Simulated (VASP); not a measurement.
Here is a VASP 6.6.1 calculation.

The input INCAR:

```
SYSTEM = Cl
  PREC = Accurate
  ENCUT = 520
  EDIFF = 1E-7
  ISMEAR = -1
  SIGMA = 0.1
  LREAL = .False.
  LASPH = .True.
  NELM = 100
  ALGO = Normal
  ISIF = 2
  LWAVE = .False.
  LCHARG = .False.
  GGA = PE
  NBANDS = 10
```

KPOINTS

```
regular mesh
0
Gamma
  17 17 17
  0 0 0
```

Contents of POSCAR:

```
Cl
1.0
   -1.4797415818      1.4797415818      1.4797415818
    1.4797415818     -1.4797415818      1.4797415818
    1.4797415818      1.4797415818     -1.4797415818
Cl
1
Direct
    0.0000000000      0.0000000000      0.0000000000
```

Potentials or basis: VASP PAW PBE potentials, release 64 (Cl).

Launch:

```bash
$ cat potpaw_PBE.64/Cl/POTCAR > POTCAR
$ mpirun -np 1 vasp_std > vasp.out
```

Task: Estimate the pressure.

Result: 54.9 GPa.

Caveat: an odd number of electrons without spin polarisation forces a metal; a magnetic or distorted state may lie lower.
